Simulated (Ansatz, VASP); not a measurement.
**One calculation of AlN, two programs**

```
Al N
1.0
     0.00000    1.99946    1.99946
     1.99946    0.00000    1.99946
     1.99946    1.99946    0.00000
Al N
1 1
Cartesian
  0.0000 0.0000 0.0000
  1.9995 1.9995 1.9995
```

Alike in both runs: task single point; functional r2SCAN; dispersion D4; k mesh 10 × 10 × 10; occupations gaussian, width 0.05 eV; no spin polarisation.

|  | VASP | Ansatz |
| --- | --- | --- |
| version | VASP 6.6.1 | Ansatz 0.2.0 |
| potentials or method | VASP PAW PBE potentials, release 64 (Al, N), cutoff 520 eV | scalar-relativistic, plane waves, PAW |
| valence electrons in the cell | 8 | 8 |

|  | VASP | Ansatz | Ansatz less VASP |
| --- | --- | --- | --- |
| gap on the k mesh at the Fermi level (eV) | 5.82 | 5.82 | -0.004 |
| least direct gap on the mesh (eV) | 7.02 | 6.97 | -0.052 |
| pressure (GPa) | 5.1 | 5.9 | +0.84 |

VASP's potentials were made for PBE, not for r2SCAN.
